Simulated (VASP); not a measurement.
A run of VASP 6.6.1 is set up as follows.

Contents of INCAR:

```
ALGO = Normal
EDIFF = 1E-6
ENCUT = 1340
GGA = CA
GGA_COMPAT = False
ISIF = 2
ISMEAR = 0
LASPH = True
LCHARG = False
LREAL = False
LWAVE = False
NBANDS = 25
NELM = 120
PREC = Accurate
SIGMA = 0.05
```

File KPOINTS:

```
k-points
0
Gamma
  6 6 8
```

Contents of POSCAR:

```
SiO2
1.0
    4.0305000000      0.0000000000      0.0000000000
    0.0000000000      4.0305000000      0.0000000000
    0.0000000000      0.0000000000      2.7252000000
Si O
2 4
Direct
    0.5000000000      0.5000000000      0.5000000000
    0.0000000000      0.0000000000      0.0000000000
    0.6944252994      0.6944252994      0.0000000000
    0.1944252994      0.8055747006      0.5000000000
    0.3055747006      0.3055747006      0.0000000000
    0.8055747006      0.1944252994      0.5000000000
```

Potentials or basis: VASP PAW LDA potentials, release 64 (Si, O_h).

Command:

```console
$ cat potpaw_LDA.64/Si/POTCAR potpaw_LDA.64/O_h/POTCAR > POTCAR
$ mpirun -np 1 vasp_std > vasp.out
```

Question: What does it give for the pressure?

Answer: 12.3 GPa.

Question: Predict the largest force.

Answer: 0.451 eV/Å.

Question: Predict the band gap on the k mesh.

Answer: 5.82 eV.

Stress tensor (GPa, compression positive):
```
20.22  0.00  0.00
 0.00 20.22  0.00
 0.00  0.00 -3.62
```

Caveat: the stress differs along the axes, from -4 to 20 GPa. A k mesh can miss the band edges.
